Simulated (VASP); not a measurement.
Here is a VASP 6.6.1 calculation.

File INCAR:

```
SYSTEM = AlN
PREC = Accurate ; ENCUT = 600
EDIFF = 1E-6 ; ISMEAR = 0
SIGMA = 0.02 ; LREAL = .False.
LASPH = .True. ; NELM = 120
ALGO = Normal ; ISIF = 2
LWAVE = .False. ; LCHARG = .True.
GGA = PS ; LELF = .True.
LVHAR = .True. ; NBANDS = 16
GGA_COMPAT = .False.
```

The input KPOINTS:

```
Automatic mesh
0
Gamma
  8 6 8
  0 0 0
```

File POSCAR:

```
AlN
1.0
    3.0952806467      0.0000000000      0.0000000000
    0.0000000000      4.3773878028      0.0000000000
    0.0000000000      0.0000000000      3.0952805976
Al N
2 2
Direct
    0.0000000000      0.0000000000      0.0000000000
    0.5000000000      0.5000000000      0.5000117000
    0.5000000000      0.2500000000      0.0000000000
    0.0000000000      0.7500000000      0.5000117000
```

Potentials or basis: VASP PAW PBE potentials, release 64 (Al, N).

Command:

```console
$ cat potpaw_PBE.64/Al/POTCAR potpaw_PBE.64/N/POTCAR > POTCAR
$ mpirun -np 1 vasp_std > vasp.out
```

Problem. Predict the band gap on the k mesh.

Solution. 3.18 eV.

Problem. Estimate the pressure.

Solution. -0.1 GPa.

Caveat: the PAW data sets were made with another functional, which shifts forces and pressure a little. A k mesh can miss the band edges.
